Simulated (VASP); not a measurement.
# Ag (P6_3/mmc) in VASP: a series of runs

Ag is run at these levels: PBE; tasks: single point.

Everything below comes from runs of VASP 6.6.1. Logs are shortened: lines on timing, memory, paths and dates and some standing lists are left out, and cuts for length are marked.

### Step 1. The cell of the first run

The structure is hexagonal, space group P6_3/mmc (No. 194). The conventional cell has a = 2.880 Å, b = 2.880 Å, c = 4.709 Å, α = 90.00°, β = 90.00°, γ = 120.00°. Within 3.8 Å of Ag (site symmetry -6m2) lie 12 Ag at 2.88 Å.

This isn't the form of Ag at room conditions, which is fcc.

### Step 2. Single point, PBE (16.92 Å³/atom)

The input, INCAR:

```
SYSTEM = Ag
PREC = Accurate
ENCUT = 500
EDIFF = 1E-6
ISMEAR = -1
SIGMA = 0.03
LREAL = .False.
LASPH = .True.
NELM = 120
ALGO = Normal
ISIF = 2
LWAVE = .False.
LCHARG = .False.
GGA = PE
NBANDS = 18
GGA_COMPAT = .False.
```

The input, KPOINTS:

```
regular mesh
0
Gamma
  13 13 7
  0 0 0
```

The input, POSCAR:

```
Ag
1.0
    2.8803275003      0.0000000000      0.0000000000
   -1.4401637502      2.4944367866      0.0000000000
    0.0000000000      0.0000000000      4.7087978722
Ag
2
Direct
    0.3333333333      0.6666666667      0.2500000000
    0.6666666667      0.3333333333      0.7500000000
```

Potentials or basis: VASP PAW PBE potentials, release 64 (Ag).

Run with:

```bash
cat potpaw_PBE.64/Ag/POTCAR > POTCAR
mpirun -np 1 vasp_std > vasp.out
```

OUTCAR:

```text
SYSTEM = Ag
   PREC = Accurate
   ENCUT = 500
   EDIFF = 1E-6
   ISMEAR = -1
   LREAL = .False.
   LASPH = .True.
   NELM = 120
   ISIF = 2
   GGA = PE

 ion  position               nearest neighbor table
   1  0.333  0.667  0.250-   2 2.88   2 2.88   2 2.88   2 2.88   2 2.88   2 2.88
   2  0.667  0.333  0.750-   1 2.88   1 2.88   1 2.88   1 2.88   1 2.88   1 2.88

  LATTYP: Found a hexagonal cell.
 ALAT       =     2.8803275003
 C/A-ratio  =     1.6348133578

  Lattice vectors:

 A1 = (   2.8803275003,   0.0000000000,   0.0000000000)
 A2 = (  -1.4401637502,   2.4944367866,   0.0000000000)
 A3 = (   0.0000000000,   0.0000000000,   4.7087978722)

Analysis of symmetry for initial positions (statically):
=====================================================================
 Subroutine PRICEL returns:
 Original cell was already a primitive cell.

 Routine SETGRP: Setting up the symmetry group for a
 hexagonal supercell.

 Subroutine GETGRP returns: Found 24 space group operations
 (whereof 12 operations were pure point group operations)
 out of a pool of 24 trial point group operations.

The static configuration has the point symmetry D_3d.
 The point group associated with its full space group is D_6h.

Analysis of symmetry for dynamics (positions and initial velocities):
=====================================================================
 Subroutine PRICEL returns:
 Original cell was already a primitive cell.

 Routine SETGRP: Setting up the symmetry group for a
 hexagonal supercell.

 Subroutine GETGRP returns: Found 24 space group operations
 (whereof 12 operations were pure point group operations)
 out of a pool of 24 trial point group operations.

The dynamic configuration has the point symmetry D_3d.
 The point group associated with its full space group is D_6h.

 Subroutine INISYM returns: Found 24 space group operations
 (whereof 12 operations are pure point group operations),
 and found     1 'primitive' translations

----------------------------------------------------------------------------------------

                                     Primitive cell

  volume of cell :      33.8317

  direct lattice vectors                    reciprocal lattice vectors
     2.880327500  0.000000000  0.000000000     0.347182742  0.200446050  0.000000000
    -1.440163750  2.494436787  0.000000000     0.000000000  0.400892099  0.000000000
     0.000000000  0.000000000  4.708797872     0.000000000  0.000000000  0.212368428

  length of vectors
     2.880327500  2.880327500  4.708797872     0.400892099  0.400892099  0.212368428

  position of ions in fractional coordinates (direct lattice)
     0.333333333  0.666666667  0.250000000
     0.666666667  0.333333333  0.750000000

  ion indices of the primitive-cell ions
   primitive index   ion index
                 1           1
                 2           2

----------------------------------------------------------------------------------------

 KPOINTS: regular mesh

Automatic generation of k-mesh.
 Grid dimensions read from file:
 generate k-points for:   13   13    7

 Generating k-lattice:

  Cartesian coordinates                     Fractional coordinates (reciprocal lattice)
     0.026706365  0.015418927  0.000000000     0.076923077  0.000000000  0.000000000
     0.000000000  0.030837854  0.000000000     0.000000000  0.076923077  0.000000000
     0.000000000  0.000000000  0.030338347     0.000000000  0.000000000  0.142857143

  Length of vectors
     0.030837854  0.030837854  0.030338347

  Shift w.r.t. Gamma in fractional coordinates (k-lattice)
     0.000000000  0.000000000  0.000000000

 Subroutine IBZKPT returns following result:
 ===========================================

 Found     84 irreducible k-points:

 Following reciprocal coordinates:
            Coordinates               Weight
  0.000000  0.000000  0.000000      1.000000
  0.076923  0.000000  0.000000      6.000000
  0.153846  0.000000  0.000000      6.000000
  0.230769  0.000000  0.000000      6.000000
  0.307692  0.000000  0.000000      6.000000
  0.384615  0.000000  0.000000      6.000000
[... 16 lines left out ...]
  0.076923  0.000000  0.142857     12.000000
  0.153846  0.000000  0.142857     12.000000
 [... further k-points ...]
   k-points           NKPTS =     84   k-points in BZ     NKDIM =     84   number of bands    NBANDS=     18
   number of dos      NEDOS =    301   number of ions     NIONS =      2
   total plane-waves  NPLWV =  20736
   dimension x,y,z NGX =    24 NGY =   24 NGZ =   36
   dimension x,y,z NGXF=    48 NGYF=   48 NGZF=   72
   ions per type =               2
   NGX,Y,Z   is equivalent  to a cutoff of  13.85, 13.85, 12.71 a.u.
   NGXF,Y,Z  is equivalent  to a cutoff of  27.70, 27.70, 25.42 a.u.
 SYSTEM =  Ag
   PREC   = accura    normal or accurate (medium, high low for compatibility)
   ISTART =      0    job   : 0-new  1-cont  2-samecut
   ICHARG =      2    charge: 1-file 2-atom 10-const
   ISPIN  =      1    spin polarized calculation?
   LNONCOLLINEAR =      F non collinear calculations
   LSORBIT =      F    spin-orbit coupling
   LASPH  =      T    aspherical Exc in radial PAW
   ENCUT  =  500.0 eV  36.75 Ry    6.06 a.u.   5.25  5.25  8.59*2*pi/ulx,y,z
   NELM   =    120;   NELMIN=  2; NELMDL= -5     # of ELM steps
   EDIFF  = 0.1E-05   stopping-criterion for ELM
   LREAL  =      F    real-space projection
   EDIFFG = 0.1E-04   stopping-criterion for IOM
   NSW    =      0    number of steps for IOM
   IBRION =     -1    ionic relax: 0-MD 1-quasi-New 2-CG
   NFREE  =      0    steps in history (QN), initial steepest desc. (CG)
   ISIF   =      2    stress and relaxation
   ISYM   =      2    0-nonsym 1-usesym 2-fastsym
   POTIM  = 0.5000    time-step for ionic-motion
   TEBEG  =    0.0;   TEEND  =   0.0 temperature during run
   PSTRESS=    0.0 pullay stress
   NELECT =      22.0000    total number of electrons
   NUPDOWN=      -1.0000    fix difference up-down
   EMIN   =  10.00;   EMAX   =-10.00  energy-range for DOS
   EFERMI =   0.00;   METHOD = LEGACY
   ISMEAR =    -1;   SIGMA  =   0.03  broadening in eV -4-tet -1-fermi 0-gaus
   EFERMI_NEDOS =   21; number of points for ismear=-14 and -15
   IALGO  =     38    algorithm
   IMIX   =      4    mixing-type and parameters
     AMIX     =   0.40;   BMIX     =  1.00
     AMIX_MAG =   1.60;   BMIX_MAG =  1.00
  volume/ion in A,a.u.               =      16.92       114.15
  Fermi-wavevector in a.u.,A,eV,Ry     =   1.418320  2.680236 27.369913  2.011632
  Thomas-Fermi vector in A             =   2.539458
   LORBIT       =      0    0 simple, 1 ext, 2 COOP (PROOUT), +10 PAW based schemes
   GGA     = PE    functional components
   LHFCALC =     F    Hartree Fock is set to
   AEXX    =    0.0000 exact exchange contribution
   IVDW    =     0    specifies the selected vdW correction
   LEPSILON=     F    determine dielectric tensor
   LRPA    =     F    only Hartree local field effects (RPA)
 non-spin polarized calculation
  energy-cutoff  :      500.00
  volume of cell :       33.83
 maximum number of plane-waves:       871
 NGX is ok and might be reduce to    24
   NGX = 11   NGY = 11   NGZ = 17

 number of electron      21.9999999 magnetization

 Free energy of the ion-electron system (eV)
  ---------------------------------------------------
  ext. energy  EPLUGINS =         0.00000000
  ---------------------------------------------------
  free energy    TOTEN  =        -5.40214871 eV

  energy without entropy =       -5.40045501  energy(sigma->0) =       -5.40130186

 E-fermi :   8.5942     XC(G=0): -12.2569

 val. band max:        8.5211589221   @ k =   0.3846   0.0000   0.4286
 cond. band min:       8.6121194863   @ k =   0.0769   0.0000   0.0000
 fundamental gap:      0.0909605642
 Fermi energy:         8.5942204176

 k-point     1 :       0.0000    0.0000    0.0000
  band No.  band energies     occupation
      1       0.7142      2.00000
      2       2.0872      2.00000
      3       3.6941      2.00000
      4       3.7874      2.00000
      5       3.7874      2.00000
      6       4.0289      2.00000
[... 10 lines left out ...]
     17      26.9392      0.00000
     18      26.9392      0.00000

 k-point     2 :       0.0769    0.0000    0.0000
  band No.  band energies     occupation
      1       0.8793      2.00000
      2       2.1835      2.00000
      3       3.5896      2.00000
      4       3.8758      2.00000
      5       3.8839      2.00000
      6       3.9978      2.00000
[... 10 lines left out ...]
     17      26.3024      0.00000
     18      27.2532      0.00000

 k-point     3 :       0.1538    0.0000    0.0000
  band No.  band energies     occupation
      1       1.3442      2.00000
      2       2.4154      2.00000
      3       3.4393      2.00000
      4       3.8799      2.00000
      5       3.9986      2.00000
      6       4.1282      2.00000
[... 10 lines left out ...]
     17      26.5246      0.00000
     18      26.7050      0.00000

 k-point     4 :       0.2308    0.0000    0.0000
  band No.  band energies     occupation
      1       1.9685      2.00000
      2       2.5658      2.00000
      3       3.4504      2.00000
      4       3.4993      2.00000
      5       3.8355      2.00000
      6       4.0479      2.00000
[... 375 lines left out ...]
      4       3.7466      2.00000
      5       3.7466      2.00000
      6       3.9864      2.00000
[... 10 lines left out ...]
     17      26.9519      0.00000
     18      26.9519      0.00000

 k-point    23 :       0.0769    0.0000    0.1429
  band No.  band energies     occupation
      1       1.0361      2.00000
      2       2.2209      2.00000
      3       3.5881      2.00000
      4       3.7872      2.00000
      5       3.8255      2.00000
      6       3.9396      2.00000
[... 10 lines left out ...]
     17      25.9690      0.00000
     18      26.6914      0.00000

 k-point    24 :       0.1538    0.0000    0.1429
  band No.  band energies     occupation
      1       1.4864      2.00000
      2       2.4628      2.00000
      3       3.4553      2.00000
      4       3.7904      2.00000
      5       3.8334      2.00000
      6       4.0162      2.00000
[... 10 lines left out ...]
     17      25.7827      0.00000
     18      26.2596      0.00000

 [... further k-points ...]
[... 5 lines left out ...]
  --------------------------------------------------------------------------------------
  -------------------------------------------------------------------------------------
  Total        1.0469358      1.0469358      1.4466411     -0.0000000      0.0000000      0.0000000
  in kB       49.5799662     49.5799662     68.5088923     -0.0000000      0.0000000      0.0000000
  external PRESSURE =      55.8896083 kB  Pullay stress =       0.0000000 kB

 VOLUME and BASIS-vectors are now :
 -----------------------------------------------------------------------------
  energy-cutoff  :      500.00
  volume of cell :       33.83
      direct lattice vectors                 reciprocal lattice vectors
     2.880327500  0.000000000  0.000000000     0.347182742  0.200446050  0.000000000
    -1.440163750  2.494436787  0.000000000     0.000000000  0.400892099  0.000000000
     0.000000000  0.000000000  4.708797872     0.000000000  0.000000000  0.212368428

 POSITION                                       TOTAL-FORCE (eV/Angst)
 -----------------------------------------------------------------------------------
     -0.00000      1.66296      1.17720         0.000000     -0.000000      0.000000
      1.44016      0.83148      3.53160        -0.000000      0.000000      0.000000
 -----------------------------------------------------------------------------------
    total drift:                               -0.000000      0.000000     -0.000000

  FREE ENERGIE OF THE ION-ELECTRON SYSTEM (eV)
  ---------------------------------------------------
  free  energy   TOTEN  =        -5.4021487068 eV

  energy  without entropy=       -5.4004550142  energy(sigma->0) =       -5.40130186
```

Wall time 13 s (1 thread of Intel Xeon 6975P-C (Granite Rapids), shared host); peak memory 0.18 GiB.

Results:

```yaml
Free_energy: -5.4021 eV
Pressure: 5.6 GPa
Band_gap_on_the_k_mesh: zero (bands 11 and 12 overlap by 6.46 eV)
```

Stress tensor (GPa, compression positive):
```
4.96 0.00 0.00
0.00 4.96 0.00
0.00 0.00 6.85
```

Caveat: the cell stands under pressure.

### Step 3. Single point, PBE (18.25 Å³/atom)

This run uses another cell than the first one, of 18.25 Å³/atom.

The input, INCAR:

```
ALGO     = Normal         # electronic algorithm
EDIFF    = 1E-6           # SCF threshold, eV
ENCUT    = 500            # plane-wave cutoff, eV
GGA      = PE             # functional
GGA_COMPAT= F            
ISIF     = 2              # what is computed and relaxed
ISMEAR   = -1             # smearing method
LASPH    = T              # aspherical terms in the spheres
LCHARG   = F              # write CHGCAR
LREAL    = F              # projectors in reciprocal space
LWAVE    = F              # write WAVECAR
NBANDS   = 18             # bands
NELM     = 120            # most SCF steps
PREC     = Accurate       # precision mode
SIGMA    = 0.03           # smearing width, eV
```

The input, KPOINTS:

```
k-points
0
Gamma
  13 13 7
```

The input, POSCAR:

```
Ag
1.0
    2.9542140387      0.0000000000      0.0000000000
   -1.4771070194      2.5584244058      0.0000000000
    0.0000000000      0.0000000000      4.8295885721
Ag
2
Direct
    0.3333333333      0.6666666667      0.2500000000
    0.6666666667      0.3333333333      0.7500000000
```

Potentials or basis: VASP PAW PBE potentials, release 64 (Ag).

Run with:

```bash
cat potpaw_PBE.64/Ag/POTCAR > POTCAR
mpirun -np 1 vasp_std > vasp.out
```

It took 12 s on 1 thread of Intel Xeon 6975P-C (Granite Rapids), shared host; peak memory 0.17 GiB.

It converged, with:

* Free energy: -5.4280 eV
* Pressure: -2.0 GPa
* Band gap on the k mesh: zero (bands 11 and 12 overlap by 6.20 eV)

Stress tensor (GPa, compression positive):
```
-2.49  0.00  0.00
 0.00 -2.49  0.00
 0.00  0.00 -0.90
```

Levels at points of the mesh, in eV from the Fermi level:
| k point | band 9 | band 10 | band 11 | band 12 | band 13 | band 14 |
| --- | --- | --- | --- | --- | --- | --- |
| (0.00, 0.00, 0.00) | -4.00 | -3.11 | -3.11 | -0.25 | 3.19 | 15.42 |
